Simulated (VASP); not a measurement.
Input of a VASP 6.6.1 run:

INCAR

```
SYSTEM = SiNi3
PREC     = Accurate       ! precision mode
ENCUT    = 600            ! plane-wave cutoff, eV
EDIFF    = 1E-6           ! SCF threshold, eV
ISMEAR   = 0              ! smearing method
SIGMA    = 0.1            ! smearing width, eV
LREAL    = .False.        ! projectors in reciprocal space
LASPH    = .True.         ! aspherical terms in the spheres
NELM     = 100            ! most SCF steps
ALGO     = Normal         ! electronic algorithm
ISIF     = 3              ! what is computed and relaxed
LWAVE    = .False.        ! write WAVECAR
LCHARG   = .False.        ! write CHGCAR
GGA      = PE             ! functional
IVDW     = 12             ! dispersion correction
IBRION   = 2              ! ionic algorithm
NSW      = 70             ! ionic steps
EDIFFG   = -0.005         ! ionic threshold
```

Contents of KPOINTS:

```
regular mesh
0
Gamma
  12 12 12
  0 0 0
```

File POSCAR:

```
SiNi3
1.0
    3.5062675415      0.0000000000      0.0000000000
    0.0000000000      3.5062675415      0.0000000000
    0.0000000000      0.0000000000      3.5062675415
Si Ni
1 3
Direct
    0.0000000000      0.0000000000      0.0000000000
    0.0000000000      0.5000000000      0.5000000000
    0.5000000000      0.0000000000      0.5000000000
    0.5000000000      0.5000000000      0.0000000000
```

Potentials or basis: VASP PAW PBE potentials, release 64 (Si, Ni).

Command:

```sh
$ cat potpaw_PBE.64/Si/POTCAR potpaw_PBE.64/Ni/POTCAR > POTCAR
$ mpirun -np 1 vasp_std > vasp.out
```

**Question.** Predict the band gap on the k mesh.

**Answer.** Zero (bands 17 and 18 overlap by 0.25 eV).

**Question.** What does it give for the space group after relaxing (to 0.1 Å)?

**Answer.** Pm-3m (No. 221).

**Question.** Estimate the dispersion energy per atom.

**Answer.** -0.513 eV.

**Question.** Estimate the relaxed cell.

**Answer.** a = 3.464 Å, b = 3.464 Å, c = 3.464 Å, α = 90.00°, β = 90.00°, γ = 90.00°.

The path:
```
step  energy change (eV)  largest force (eV/Å)  pressure (GPa)  volume (Å³)
   1              0.0000                0.0000           -7.68        43.11
   2              0.0132                0.0000           10.27        39.96
   3             -0.0373                0.0000           -0.08        41.61
   4             -0.0373                0.0000            0.00        41.58
```

Spin polarisation is off, so any magnetic state and its effect on volume and gap are missing.
